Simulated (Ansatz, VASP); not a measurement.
This is a calculation of Zr for VASP 6.6.1.

Contents of POSCAR:

```
Zr
1.0
    3.1883189697      0.0000000000      0.0000000000
   -1.5941594848      2.7611652231      0.0000000000
    0.0000000000      0.0000000000      5.0774374186
Zr
2
Direct
    0.6666666667      0.3333333333      0.7500000000
    0.3333333333      0.6666666667      0.2500000000
```

File INCAR.step1:

```
SYSTEM = Zr
PREC = Accurate
ENCUT = 520
EDIFF = 1E-5
ISMEAR = -1
SIGMA = 0.05
LREAL = .False.
LASPH = .True.
NELM = 80
ALGO = Normal
ISIF = 2
LWAVE = .True.
NBANDS = 19
GGA = PE
```

The input INCAR.step2:

```
SYSTEM = Zr
PREC = Accurate
ENCUT = 520
EDIFF = 1E-6
ISMEAR = -1
SIGMA = 0.05
LREAL = .False.
LASPH = .True.
NELM = 80
ALGO = Normal
ISIF = 2
LWAVE = .False.
LCHARG = .True.
GGA = PE
LHFCALC = .True.
AEXX = 0.25
HFSCREEN = 0.3
PRECFOCK = Normal
LELF = .True.
LVHAR = .True.
NBANDS = 19
ISTART = 1
```

The input KPOINTS:

```
regular mesh
0
Gamma
  5 5 3
  0 0 0
```

Potentials or basis: VASP PAW PBE potentials, release 64 (Zr_sv).

Command:

```sh
$ cat potpaw_PBE.64/Zr_sv/POTCAR > POTCAR
$ cp INCAR.step1 INCAR
$ mpirun -np 1 vasp_std > vasp.out
$ cp INCAR.step2 INCAR
$ mpirun -np 1 vasp_std > vasp.out
```

Question: Translate it to Ansatz 0.2.0. Potentials there: Ansatz PAW.

Answer: As run (the cutoff follows the program's own potentials):

File input.yaml:

```yaml
crystal:
  lattice:
    - [3.1883189697, 0.0, 0.0]
    - [-1.5941594848, 2.7611652231, 0.0]
    - [0.0, 0.0, 5.0774374186]
  atoms:
    - { symbol: Zr, position: [0.6666666667, 0.3333333333, 0.75] }
    - { symbol: Zr, position: [0.3333333333, 0.6666666667, 0.25] }
hamiltonian:
  xc: { exchange: pbe, correlation: pbe, exx: { coeff: 0.25, omega: 0.3 } }
  pseudopotentials: { kind: paw }
kpoints:
  mp_grid: { grid: [5, 5, 3] }
scf:
  occupations: { method: fermi_dirac, width: 0.05 }
output:
  forces: true
  stress: true
  eigenvalues: true
```

Potentials or basis: Ansatz PAW.

Command:

```bash
$ ansatz run input.yaml --threads 2 --pin off --max-ram 5632MiB --backend cpu --events-out ev --progress --plain --runs-dir out
```

Both were run:

|  | VASP | Ansatz | Ansatz less VASP |
| --- | --- | --- | --- |
| gap on the k mesh at the Fermi level (eV) | none | none | - |
| pressure (GPa) | 5.0 | 5.0 | 0.00 |
| traceless stress, the component that is largest in VASP (GPa) | -2.19 | -2.18 | +0.004 |

VASP's potentials were made for PBE, not for PBE-based screened hybrid. A gap of «none» marks a metal or a gap that the smearing closes. With one functional, cell and mesh, what is left measures potentials, basis and numerics.

The k mesh is coarse, so the values compare programs but aren't converged.
